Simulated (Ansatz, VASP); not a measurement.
## InSe2 in VASP and in Ansatz

```
CELL_PARAMETERS angstrom
4.19838 0.00000 0.00000
0.00000 4.19838 0.00000
0.00000 0.00000 9.73253
ATOMIC_POSITIONS crystal
In 0.00000 0.50000 0.70359
In 0.50000 0.00000 0.29641
Se 0.00000 0.50000 0.36579
Se 0.50000 0.00000 0.63421
Se 0.00000 0.00000 0.00000
Se 0.50000 0.50000 0.00000
```

Change from the starting cell: strain +0.080 along x and y, +0.000 along z, atoms carried along.

Alike in both runs: task single point; functional PBE; k mesh 12 × 12 × 6; occupations gaussian, width 0.15 eV; no spin polarisation.

|  | VASP | Ansatz |
| --- | --- | --- |
| version | VASP 6.6.1 | Ansatz 0.2.0 |
| potentials or method | VASP PAW PBE potentials, release 64 (In_d, Se), cutoff 520 eV | scalar-relativistic, plane waves, PAW |
| valence electrons in the cell | 50 | 90 |

```csv
,VASP,Ansatz,Ansatz less VASP
gap on the k mesh at the Fermi level (eV),none,none,-
pressure (GPa),-6.9,-6.9,0.00
"traceless stress, the component that is largest in VASP (GPa)",4.73,4.73,0.000
rms of the force components (eV/Å),0.141,0.141,0.0000
```

Atom by atom the forces differ by 0.000 eV/Å (rms over components). A gap of «none» marks a metal or a gap that the smearing closes. With one functional, cell and mesh, what is left measures potentials, basis and numerics. VASP's potentials hold 50 valence electrons a cell and Ansatz's 90, so a difference there can come from the potentials and not from the codes.
